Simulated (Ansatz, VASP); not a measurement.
**CoO in VASP and in Ansatz**

File INCAR:

```
SYSTEM = CoO
  ALGO = Normal
  EDIFF = 1E-6
  ENCUT = 600
  GGA = PS
  GGA_COMPAT = .False.
  ISIF = 2
  ISMEAR = -1
  ISPIN = 2
  IVDW = 13
  LASPH = .True.
  LCHARG = .False.
  LMAXMIX = 4
  LORBIT = 11
  LREAL = .False.
  LWAVE = .False.
  MAGMOM = 2 0
  NBANDS = 22
  NELM = 200
  PREC = Accurate
  SIGMA = 0.05
```

File KPOINTS:

```
k-points
0
Gamma
  11 11 11
  0 0 0
```

POSCAR

```
CoO
1.0
    0.0000000000      2.1733047310      2.1733047310
    2.1733047310      0.0000000000      2.1733047310
    2.1733047310      2.1733047310      0.0000000000
Co O
1 1
Direct
    0.0000000000      0.0000000000      0.0000000000
    0.5000000000      0.5000000000      0.5000000000
```

The input input.yaml:

```yaml
crystal:
  lattice:
    - [0.0, 2.173304731, 2.173304731]
    - [2.173304731, 0.0, 2.173304731]
    - [2.173304731, 2.173304731, 0.0]
  atoms:
    - { symbol: Co, position: [0.0, 0.0, 0.0], spin: 2.0 }
    - { symbol: O, position: [0.5, 0.5, 0.5] }
hamiltonian:
  xc: pbesol
  pseudopotentials: { kind: paw }
  dispersion: d4
magnetization:
  spin_polarized: true
kpoints:
  mp_grid: { grid: [11, 11, 11] }
scf:
  occupations: { method: fermi_dirac, width: 0.05 }
output:
  forces: true
  stress: true
  eigenvalues: true
```

Alike in both runs: task single point; functional PBEsol; dispersion D4; k mesh 11 × 11 × 11; occupations fermi-dirac, width 0.05 eV; collinear spin.

|  | VASP | Ansatz |
| --- | --- | --- |
| version | VASP 6.6.1 | Ansatz 0.2.0 |
| potentials or method | VASP PAW PBE potentials, release 64 (Co_sv, O) | Ansatz PAW |
| plane-wave cutoff (eV) | 600 | 420 |
| valence electrons in the cell | 23 | 23 |

VASP gave:

* gap on the k mesh at the Fermi level (eV): none
* pressure (GPa): -22.6
* net moment per atom (μB): 1.50
* size of the moment on the site where the two differ most (μB): 0.32

What did Ansatz give for the same quantities?

gap on the k mesh at the Fermi level (eV): none; pressure (GPa): -20.5; net moment per atom (μB): 1.50; size of the moment on the site where the two differ most (μB): 0.35.

VASP's potentials were made for PBE, not for PBEsol. Site moments also hang on the region over which each program counts them. A gap of «none» marks a metal or a gap that the smearing closes.
